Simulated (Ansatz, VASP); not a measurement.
## MgO in VASP and in Ansatz

```xyz
2
Lattice="0.0000 2.1418 2.1418 2.1418 0.0000 2.1418 2.1418 2.1418 0.0000" Properties=species:S:1:pos:R:3 pbc="T T T"
Mg    0.0000    0.0000    0.0000
O     2.1418    2.1418    2.1418
```

Alike in both runs: task relaxation of the atoms; functional PBE; k mesh 10 × 10 × 10; occupations methfessel-paxton of order 1, width 0.0138 eV; no spin polarisation.

|  | VASP | Ansatz |
| --- | --- | --- |
| version | VASP 6.6.1 | Ansatz 0.2.0 |
| potentials or method | VASP PAW PBE potentials, release 64 (Mg, O), cutoff 520 eV | PAW plane waves |
| valence electrons in the cell | 8 | 16 |

Ansatz gave:

```
gap on the k mesh at the Fermi level, each at its own relaxed structure (eV) : 4.27
```

Problem. What did VASP give for the same quantities?

Solution. gap on the k mesh at the Fermi level, each at its own relaxed structure (eV): 4.25.

VASP's potentials hold 8 valence electrons a cell and Ansatz's 16, so a difference there can come from the potentials and not from the codes. Ansatz's warnings: stress scf threshold loose.

Noted on VASP's run: the relaxation stopped at its first step, so nothing moved.
